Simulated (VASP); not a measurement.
A run of VASP 6.6.1:

Contents of POSCAR:

```
BaAu2
1.0
    4.8460166617      0.0000000000      0.0000000000
   -2.4230083309      4.1967735362      0.0000000000
    0.0000000000      0.0000000000      4.1808705844
Ba Au
1 2
Direct
    0.0000000000      0.0000000000      0.0000000000
    0.3333333333      0.6666666667      0.5000000000
    0.6666666667      0.3333333333      0.5000000000
```

File INCAR.step1:

```
SYSTEM = BaAu2
PREC = Accurate ; ENCUT = 520
ISMEAR = 0 ; SIGMA = 0.1
LREAL = .FALSE. ; LASPH = .TRUE.
NELM = 100 ; NBANDS = 23
GGA = PE ; ALGO = Normal
EDIFF = 1E-4 ; LWAVE = .TRUE.
LCHARG = .FALSE.
```

The input INCAR.step2:

```
SYSTEM = BaAu2
PREC = Accurate ; ENCUT = 520
EDIFF = 1E-6 ; ISMEAR = 0
SIGMA = 0.1 ; LREAL = .FALSE.
LASPH = .TRUE. ; NELM = 100
ALGO = Normal ; ISIF = 2
LWAVE = .FALSE. ; LCHARG = .TRUE.
METAGGA = R2SCAN ; LMIXTAU = .TRUE.
LELF = .TRUE. ; LVHAR = .TRUE.
NBANDS = 23 ; ISTART = 1
```

The input KPOINTS:

```
Automatic mesh
0
G
  12 12 8
  0 0 0
```

Potentials or basis: VASP PAW PBE potentials, release 64 (Ba_sv, Au).

Command:

```bash
$ cat potpaw_PBE.64/Ba_sv/POTCAR potpaw_PBE.64/Au/POTCAR > POTCAR
$ cp INCAR.step1 INCAR
$ mpirun -np 1 vasp_std > vasp.out
$ cp INCAR.step2 INCAR
$ mpirun -np 1 vasp_std > vasp.out
```

Hardware: 1 thread of Intel(R) Xeon(R) 6975P-C (Granite Rapids) (shared host).

Task: How long does it take, and how much memory?

Result: It took 3.2 min on 1 thread of Intel(R) Xeon(R) 6975P-C (Granite Rapids), on a shared host, peak memory 0.33 GiB. Counts: k points 95.
